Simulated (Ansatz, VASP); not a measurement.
**One calculation of GaP, two programs**

```
Ga P
1.0
     1.94301    1.12180    6.43081
    -1.94301    1.12180    6.43081
     0.00000   -2.24360    6.43081
Ga P
2 2
Direct
  0.43537 0.43537 0.43537
  0.56463 0.56463 0.56463
  0.05739 0.05739 0.05739
  0.94261 0.94261 0.94261
```

Alike in both runs: task single point; functional PBEsol; k mesh 6 × 6 × 6; no spin polarisation.

```csv
,VASP,Ansatz
version,VASP 6.6.1,Ansatz 0.2.0
potentials or method,"VASP PAW PBE potentials, release 64 (Ga_d, P)","plane waves, PAW"
plane-wave cutoff (eV),520,420
occupations,"gaussian, width 0.01 eV",fixed
valence electrons in the cell,36,36
```

VASP gave:

| Item | Value |
| --- | --- |
| gap on the k mesh at the Fermi level (eV) | 0.74 |

Question: Which values does Ansatz return?

Answer: gap on the k mesh at the Fermi level (eV): 0.73.

VASP's potentials were made for PBE, not for PBEsol.
